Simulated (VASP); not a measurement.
A run of VASP 6.6.1 is set up as follows.

Contents of INCAR:

```
SYSTEM = GaSe5
  ALGO = Normal
  EDIFF = 1E-6
  EDIFFG = -0.04
  ENCUT = 600
  GGA = PE
  IBRION = 2
  ISIF = 3
  ISMEAR = 0
  LASPH = .True.
  LCHARG = .False.
  LREAL = .False.
  LWAVE = .False.
  NELM = 80
  NSW = 90
  PREC = Accurate
  SIGMA = 0.1
```

The input KPOINTS:

```
k-points
0
Gamma
  6 6 1
  0 0 0
```

The input POSCAR:

```
GaSe5
1.0
    3.5776656400      0.0000000000      0.0000000000
   -1.7888328200      3.0983493300      0.0000000000
    0.0000000000      0.0000000000     18.0789843100
Ga Se
1 5
Direct
    0.0000000000      0.0000000000      0.0000000000
    0.6666666700      0.3333333300      0.8349520000
    0.0000000000      0.0000000000      0.6673210300
    0.6666666700      0.3333333300      0.5000000000
    0.0000000000      0.0000000000      0.3326789700
    0.6666666700      0.3333333300      0.1650480000
```

Potentials or basis: VASP PAW PBE potentials, release 64 (Ga_d, Se).

Launch:

```bash
$ cat potpaw_PBE.64/Ga_d/POTCAR potpaw_PBE.64/Se/POTCAR > POTCAR
$ mpirun -np 1 vasp_std > vasp.out
```

Q: Predict the space group after relaxing (to 0.1 Å).

A: P-6m2 (No. 187).

Q: Estimate the relaxed volume.

A: 22.87 Å³/atom.

Forces on the atoms (eV/Å):
```
Ga   0.000  0.000  0.000
Se   0.000  0.000  0.015
Se   0.000  0.000  0.008
Se   0.000  0.000  0.000
Se   0.000  0.000 -0.008
Se   0.000  0.000 -0.015
```

Caveat: the volume moved by over 15 % at a fixed basis, so the end points are rough; an odd number of electrons without spin polarisation forces a metal; a magnetic or distorted state may lie lower.
